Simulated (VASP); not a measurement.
# Sn8O16F (a cell with a defect) in VASP: notebook, part 2 of 2

VASP 6.6.1. The steps go on from the part before.

**4. Single point, PBE, collinear spin**

File INCAR:

```
ALGO     = Normal         # electronic algorithm
EDIFF    = 1E-7           # SCF threshold, eV
ENCUT    = 520            # plane-wave cutoff, eV
GGA      = PE             # functional
ISIF     = 2              # what is computed and relaxed
ISMEAR   = -1             # smearing method
ISPIN    = 2              # spin polarisation
LASPH    = T              # aspherical terms in the spheres
LCHARG   = F              # write CHGCAR
LORBIT   = 11             # projections on sites
LREAL    = Auto         
LUSENCCL = F            
LWAVE    = F              # write WAVECAR
MAGMOM   = 0 0 0 0 0 0 0 0 0.01 0 0 0.01 0.35 0 0.35 0 0.01 0 0 0.01 0 0 0 0 0.37 # initial moments
NBANDS   = 130            # bands
NELM     = 150            # most SCF steps
NUPDOWN  = 1.0            # fixed moment
PREC     = Accurate       # precision mode
SIGMA    = 0.01           # smearing width, eV
```

File KPOINTS:

```
Automatic mesh
0
Gamma
  2 2 2
  0.5 0.5 0.5
```

File POSCAR:

```
Sn8O16F
1.0
    4.8274600300      4.8274600300      0.0000000000
   -4.8274600300      4.8274600300      0.0000000000
    0.0000000000      0.0000000000      6.4759066800
Sn O F
8 16 1
Direct
   -0.0025030800      0.5066669600      0.2476527400
    0.5018273500     -0.0066290000      0.2482956500
   -0.0040425900      0.0090893300     -0.0039739500
    0.5033176100      0.4906697000     -0.0042638000
   -0.0026244300      0.5064028700      0.7435084400
    0.5019808600     -0.0068819800      0.7441412800
   -0.0041506800      0.0039652700      0.4959615300
    0.5034961800      0.4957944500      0.4957747400
   -0.0040023900      0.8136495600      0.2467489700
    0.5218577000      0.3012143900      0.2510375500
   -0.0216682600      0.1986084200      0.2509124700
    0.5038381200      0.6863900200      0.2464642700
    0.3064863300     -0.0539612700     -0.0031785500
    0.8099727900      0.5035707700     -0.0042285700
    0.1927959000      0.5538526800     -0.0050134600
    0.6893423700     -0.0037829600     -0.0039279000
   -0.0044473900      0.8134452400      0.7452978700
    0.5211237300      0.3011419800      0.7408146700
   -0.0224809800      0.1985885300      0.7407615800
    0.5032503800      0.6861089500      0.7450300000
    0.3041592400      0.0040685800      0.4963550100
    0.8088224400      0.5144962200      0.4956778100
    0.1951977100      0.4957004600      0.4954332500
    0.6905229700     -0.0147138900      0.4961533900
    0.2497786100      0.2499193300     -0.0042012600
```

Potentials or basis: VASP PAW PBE potentials, release 64 (Sn_d, O, F).

The run is started by

```bash
cat potpaw_PBE.64/Sn_d/POTCAR potpaw_PBE.64/O/POTCAR potpaw_PBE.64/F/POTCAR > POTCAR
mpirun -np 1 vasp_std > vasp.out
```

OUTCAR:

```text
EDIFF = 1E-7
   ENCUT = 520
   GGA = PE
   ISIF = 2
   ISMEAR = -1
   ISPIN = 2
   LASPH = T
   LORBIT = 11
   LREAL = Auto
   NELM = 150
   NUPDOWN = 1.0
   PREC = Accurate

 ion  position               nearest neighbor table
   1  0.997  0.507  0.248-  22 2.06  14 2.07   9 2.10  23 2.10  11 2.11  15 2.14   5 3.21   5 3.26
                             8 3.74   4 3.75   7 3.76
   2  0.502  0.993  0.248-  24 2.06  16 2.08  12 2.10  21 2.10  10 2.11  13 2.13   6 3.21   6 3.26
                             7 3.74   3 3.75   8 3.76
   3  0.996  0.009  0.996-  16 2.10  11 2.10   9 2.10  17 2.10  19 2.10  13 2.16  25 2.39   7 3.24
[... 1264 lines left out ...]
      4.76407      4.85182      6.45017         0.014488      0.002172     -0.003663
      0.06106      4.79843      6.44829        -0.012260     -0.002566      0.026551
      2.37015      7.25943      4.81489        -0.011763      0.019083     -0.013080
     -2.37095      7.21753      4.81899        -0.006411     -0.017300     -0.003634
[... 17 lines left out ...]
     -1.42296      8.08990      3.21304         0.009825      0.031001     -0.007582
     -0.00068      2.41227      6.44870        -0.002635     -0.000844      0.003145
 -----------------------------------------------------------------------------------
    total drift:                                0.004126     -0.000944     -0.033662

  FREE ENERGIE OF THE ION-ELECTRON SYSTEM (eV)
  ---------------------------------------------------
  free  energy   TOTEN  =      -149.8126676533 eV

  energy  without entropy=     -149.8126676533  energy(sigma->0) =     -149.81266765

 total charge

# of ion       s       p       d       tot
------------------------------------------
    1        0.885   1.021  10.322  12.229
    2        0.885   1.023  10.323  12.231
    3        0.876   0.990  10.310  12.176
    4        0.876   0.990  10.310  12.176
    5        0.885   1.023  10.323  12.230
    6        0.885   1.021  10.322  12.229
[... 17 lines left out ...]
   24        1.562   3.500   0.000   5.062
   25        1.764   4.274   0.000   6.038
--------------------------------------------------
tot         33.857  67.958  82.599 184.413

 magnetization (x)

# of ion       s       p       d       tot
------------------------------------------
    1       -0.001  -0.003  -0.000  -0.004
    2       -0.001  -0.003  -0.000  -0.004
    3       -0.002  -0.003  -0.001  -0.006
    4       -0.002  -0.003  -0.001  -0.006
    5       -0.001  -0.003  -0.000  -0.004
    6       -0.001  -0.003  -0.000  -0.004
[... 17 lines left out ...]
   24        0.000   0.001   0.000   0.001
   25        0.001   0.324   0.000   0.325
--------------------------------------------------
tot          0.001   0.894  -0.003   0.892
```

Wall time 2.3 min (1 × NVIDIA H100 80GB with 1 thread of AMD EPYC 7R13 (Zen 3), shared host); peak memory 1.6 GiB.

Results:

```
Free energy                                           : -149.8127 eV
Pressure                                              : 3.2 GPa
Largest force                                         : 0.052 eV/Å
Net moment                                            : 1.00 μB per cell
Site moments                                          : Sn -0.00, -0.01, +0.00 (each value once); O +0.01, -0.00, +0.29, +0.00 (each value once); F +0.33 μB
Valence electrons inside the program's atomic spheres : Sn 12.23, 12.18, 12.27 (each value once); O 5.04, 4.97, 5.05, 5.03, 5.06 (each value once); F 6.04
```

Forces in eV/Å, atoms in the order of the input:
```
Sn  -0.002  0.005 -0.004
Sn   0.018  0.000  0.004
Sn   0.014  0.002 -0.004
Sn  -0.012 -0.003  0.027
Sn  -0.012  0.019 -0.013
Sn  -0.006 -0.017 -0.004
Sn   0.002 -0.006  0.006
Sn  -0.002  0.008 -0.005
O    0.006 -0.025 -0.024
O    0.001 -0.027 -0.013
O   -0.021  0.014  0.009
O    0.009 -0.011 -0.015
O   -0.006 -0.028 -0.044
O    0.005 -0.023 -0.007
O    0.010  0.026  0.043
O   -0.006  0.023  0.005
O   -0.005  0.007  0.009
O    0.021 -0.018 -0.005
O   -0.002  0.028  0.014
O   -0.007  0.028  0.017
O   -0.008 -0.023 -0.002
O   -0.009 -0.030 -0.001
O    0.005  0.023  0.012
O    0.010  0.031 -0.008
F   -0.003 -0.001  0.003
```

Stress tensor (GPa, compression positive):
```
3.32 1.39 0.00
1.39 2.69 0.02
0.00 0.02 3.66
```

Caveat: the k points lie up to 0.49 Å⁻¹ apart; the total moment is fixed, so each spin has its own Fermi level and the state may be an excited one.

**5. Summary**

| level | potentials or basis | cell | k mesh | pressure (GPa) | moment (μB) | largest force (eV/Å) |
| --- | --- | --- | --- | --- | --- | --- |
| LDA | VASP PAW LDA potentials, release 64 (Sn_d, O, F) | as given, atomic positions A | 1 × 1 × 1, shifted | -7.8 | 1.00 | 0.22 |
| PBE | VASP PAW PBE potentials, release 64 (Sn_d, O, F) | as given, atomic positions B | 2 × 2 × 2, shifted | 3.2 | 1.00 | 0.06 |
| PBE | VASP PAW PBE potentials, release 64 (Sn_d, O, F) | as given, atomic positions A | 2 × 2 × 2, shifted | 3.2 | 1.00 | 0.05 |

Alike in all rows: task single point; spin collinear; fixed moment (μB) 1.0; cutoff (eV) 520; smearing fermi-dirac 0.01 eV.

Caveats: all runs use coarse meshes; the total moment is fixed, so each spin has its own Fermi level and the state may be an excited one.

Total energies depend on the potentials used, so only differences within one code and one set of settings carry meaning.
